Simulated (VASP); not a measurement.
# MgO (pbe) (Fm-3m) in VASP: notebook, part 2 of 2

VASP 6.6.1. Earlier steps stand in the parts before.

**3. Single point, PBE**

INCAR reads:

```
  ALGO = Normal
  EDIFF = 1E-6
  ENCUT = 600
  GGA = PE
  GGA_COMPAT = False
  ISIF = 2
  ISMEAR = 0
  LASPH = True
  LCHARG = False
  LREAL = False
  LWAVE = False
  NBANDS = 11
  NELM = 120
  PREC = Accurate
  SIGMA = 0.01
```

KPOINTS reads:

```
k-points
0
Gamma
  8 8 8
```

POSCAR reads:

```
MgO
1.0
    0.0000000000      2.1272076416      2.1272076416
    2.1272076416      0.0000000000      2.1272076416
    2.1272076416      2.1272076416      0.0000000000
Mg O
1 1
Direct
    0.0000000000      0.0000000000      0.0000000000
    0.5000000000      0.5000000000      0.5000000000
```

Potentials or basis: VASP PAW PBE potentials, release 64 (Mg, O).

The run is started by

```bash
$ cat potpaw_PBE.64/Mg/POTCAR potpaw_PBE.64/O/POTCAR > POTCAR
$ mpirun -np 1 vasp_std > vasp.out
```

OUTCAR:

```text
EDIFF = 1E-6
   ENCUT = 600
   GGA = PE
   ISIF = 2
   ISMEAR = 0
   LASPH = True
   LREAL = False
   NELM = 120
   PREC = Accurate

 ion  position               nearest neighbor table
   1  0.000  0.000  0.000-   2 2.13   2 2.13   2 2.13   2 2.13   2 2.13   2 2.13
   2  0.500  0.500  0.500-   1 2.13   1 2.13   1 2.13   1 2.13   1 2.13   1 2.13

  LATTYP: Found a face centered cubic cell.
 ALAT       =     4.2544152832

  Lattice vectors:

 A1 = (   0.0000000000,   2.1272076416,   2.1272076416)
 A2 = (   2.1272076416,   0.0000000000,   2.1272076416)
 A3 = (   2.1272076416,   2.1272076416,   0.0000000000)

Analysis of symmetry for initial positions (statically):
=====================================================================
 Subroutine PRICEL returns:
 Original cell was already a primitive cell.

 Routine SETGRP: Setting up the symmetry group for a
 face centered cubic supercell.

 Subroutine GETGRP returns: Found 48 space group operations
 (whereof 48 operations were pure point group operations)
 out of a pool of 48 trial point group operations.

The static configuration has the point symmetry O_h .

[... 163 lines left out ...]
 cond. band min:       7.4041390875   @ k =   0.0000   0.0000   0.0000
 fundamental gap:      4.4406428041
 Fermi energy:         3.0596473887

 k-point     1 :       0.0000    0.0000    0.0000
  band No.  band energies     occupation
      1     -14.1481      2.00000
      2       2.9635      2.00000
      3       2.9635      2.00000
      4       2.9635      2.00000
      5       7.4041      0.00000
      6      18.5948      0.00000
      7      18.5948      0.00000
      8      18.5948      0.00000
      9      22.4312      0.00000
     10      24.1731      0.00000
     11      24.1731      0.00000
[... 309 lines left out ...]
 k-point    24 :      -0.3750    0.2500    0.1250
  band No.  band energies     occupation
      1     -12.7953      2.00000
      2      -0.9206      2.00000
      3       1.0954      2.00000
      4       2.0167      2.00000
      5      12.4244      0.00000
      6      14.8703      0.00000
      7      16.1412      0.00000
      8      19.4971      0.00000
      9      23.1384      0.00000
     10      24.6406      0.00000
     11      28.6456      0.00000

 [... further k-points ...]
[... 5 lines left out ...]
  --------------------------------------------------------------------------------------
  -------------------------------------------------------------------------------------
  Total       -0.1314861     -0.1314861     -0.1314861      0.0000000      0.0000000      0.0000000
  in kB      -10.9428552    -10.9428552    -10.9428552      0.0000000      0.0000000      0.0000000
  external PRESSURE =     -10.9428552 kB  Pullay stress =       0.0000000 kB

 VOLUME and BASIS-vectors are now :
 -----------------------------------------------------------------------------
  energy-cutoff  :      600.00
  volume of cell :       19.25
      direct lattice vectors                 reciprocal lattice vectors
     0.000000000  2.127207642  2.127207642    -0.235049927  0.235049927  0.235049927
     2.127207642  0.000000000  2.127207642     0.235049927 -0.235049927  0.235049927
     2.127207642  2.127207642  0.000000000     0.235049927  0.235049927 -0.235049927

 POSITION                                       TOTAL-FORCE (eV/Angst)
 -----------------------------------------------------------------------------------
      0.00000      0.00000      0.00000         0.000000      0.000000      0.000000
      2.12721      2.12721      2.12721         0.000000      0.000000     -0.000000
 -----------------------------------------------------------------------------------
    total drift:                               -0.000000     -0.000000      0.000000

  FREE ENERGIE OF THE ION-ELECTRON SYSTEM (eV)
  ---------------------------------------------------
  free  energy   TOTEN  =       -11.9148795005 eV

  energy  without entropy=      -11.9148795005  energy(sigma->0) =      -11.91487950
```

OSZICAR:

```text
N       E                     dE             d eps       ncg     rms          rms(c)
DAV:   1     0.175772340410E+02    0.17577E+02   -0.49879E+03   710   0.731E+02
DAV:   2    -0.127034616389E+02   -0.30281E+02   -0.29441E+02   751   0.144E+02
DAV:   3    -0.134676746708E+02   -0.76421E+00   -0.76351E+00   792   0.203E+01
DAV:   4    -0.134696134470E+02   -0.19388E-02   -0.19387E-02   698   0.116E+00
DAV:   5    -0.134696197510E+02   -0.63039E-05   -0.63039E-05   755   0.649E-02    0.719E+00
DAV:   6    -0.119356260813E+02    0.15340E+01   -0.90030E+00   662   0.164E+01    0.228E+00
DAV:   7    -0.119209344182E+02    0.14692E-01   -0.60069E-02   692   0.220E+00    0.135E+00
DAV:   8    -0.119153372211E+02    0.55972E-02   -0.30594E-02   662   0.196E+00    0.252E-01
DAV:   9    -0.119149194506E+02    0.41777E-03   -0.60420E-04   731   0.173E-01    0.143E-01
DAV:  10    -0.119148787453E+02    0.40705E-04   -0.55509E-04   698   0.177E-01    0.828E-03
DAV:  11    -0.119148795005E+02   -0.75520E-06   -0.29690E-06   725   0.145E-02
   1 F= -.11914880E+02 E0= -.11914880E+02  d E =-.233570E-44
```

stdout:

```text
POSCAR found type information on POSCAR MgO
 POSCAR found :  2 types and       2 ions
 scaLAPACK will be used
 LDA part: xc-table for (Slater+PW92), standard interpolation
 POSCAR, INCAR and KPOINTS ok, starting setup
 FFT: planning ... GRIDC
 FFT: planning ... GRID_SOFT
 FFT: planning ... GRID
 WAVECAR not read
 entering main loop
```

It took 6.2 s on 1 thread of Intel Xeon 6975P-C, shared host; peak memory 0.14 GiB.

Results:

```yaml
Free_energy: -11.9149 eV
Pressure: -1.1 GPa
Band_gap_on_the_k_mesh: 4.44 eV, direct
```

Levels at points of the mesh, in eV from the valence-band top:
```tsv
k point	band 1	band 2	band 3	band 4	band 5	band 6	band 7	band 8
(0.00, 0.00, 0.00)	-17.11	0.00	0.00	0.00	4.44	15.63	15.63	15.63
(0.50, 0.00, 0.00)	-15.90	-4.49	-0.62	-0.62	7.71	12.27	16.00	16.00
(0.50, 0.50, 0.00)	-15.65	-3.96	-1.31	-1.31	9.08	9.65	12.78	18.52
```

Expect the measured gap to be larger: semilocal functionals such as PBE lack the derivative discontinuity.

**4. Relaxation of cell and atoms, PBE**

This run uses another cell than the first one, of 9.34 Å³/atom, 0.970 times its volume.

INCAR reads:

```
PREC     = Accurate       # precision mode
ENCUT    = 600            # plane-wave cutoff, eV
EDIFF    = 1E-7           # SCF threshold, eV
ISMEAR   = 0              # smearing method
SIGMA    = 0.02           # smearing width, eV
LREAL    = F              # projectors in reciprocal space
LASPH    = T              # aspherical terms in the spheres
NELM     = 120            # most SCF steps
ALGO     = Normal         # electronic algorithm
ISIF     = 3              # what is computed and relaxed
LWAVE    = F              # write WAVECAR
LCHARG   = F              # write CHGCAR
GGA      = PE             # functional
IBRION   = 2              # ionic algorithm
NSW      = 100            # ionic steps
EDIFFG   = -0.002         # ionic threshold
GGA_COMPAT= F            
NELMIN   = 4
```

KPOINTS reads:

```
regular mesh
0
Gamma
  8 8 8
```

POSCAR reads:

```
MgO
1.0
    0.0000000000      2.1060000000      2.1060000000
    2.1060000000      0.0000000000      2.1060000000
    2.1060000000      2.1060000000      0.0000000000
Mg O
1 1
Direct
    0.0000000000      0.0000000000      0.0000000000
    0.5000000000      0.5000000000      0.5000000000
```

The run is started by

```bash
$ cat potpaw_PBE.64/Mg/POTCAR potpaw_PBE.64/O/POTCAR > POTCAR
$ mpirun -np 1 vasp_std > vasp.out
```

Wall time 13 s (1 thread of Intel Xeon 6975P-C, shared host); peak memory 0.14 GiB.

Results (log left out):

| Property | Result |
| --- | --- |
| Free energy | -11.9139 eV |
| Relaxed volume | 9.56 Å³/atom |
| Relaxed cell | a = 3.002 Å, b = 3.002 Å, c = 3.002 Å, α = 60.00°, β = 60.00°, γ = 60.00° |
| Space group after relaxing (to 0.05 Å) | Fm-3m (No. 225) |
| Energy gained by relaxing | 2.5 meV/atom |
| Ionic steps | 3 |
| Pressure after relaxing | 0.0 GPa |
| Band gap on the k mesh | 4.50 eV, direct |

The path:
| step | energy change (eV) | largest force (eV/Å) | pressure (GPa) | volume (Å³) |
| --- | --- | --- | --- | --- |
| 1 | 0.0000 | 0.0000 | 3.71 | 18.68 |
| 2 | -0.0045 | 0.0000 | -1.16 | 19.27 |
| 3 | -0.0050 | 0.0000 | 0.00 | 19.12 |

Final structure:
```xyz
2
Lattice="0.0000 2.1224 2.1224 2.1224 0.0000 2.1224 2.1224 2.1224 0.0000" Properties=species:S:1:pos:R:3 pbc="T T T"
Mg    0.0000    0.0000    0.0000
O     2.1224    2.1224    2.1224
```

Levels at points of the mesh, in eV from the valence-band top:
```
           k point  band 2  band 3  band 4  band 5  band 6  band 7
(0.00, 0.00, 0.00)    0.00    0.00    0.00    4.50   15.67   15.67
(0.50, 0.00, 0.00)   -4.52   -0.63   -0.63    7.75   12.34   16.07
(0.50, 0.50, 0.00)   -3.99   -1.32   -1.32    9.09    9.72   12.85
```
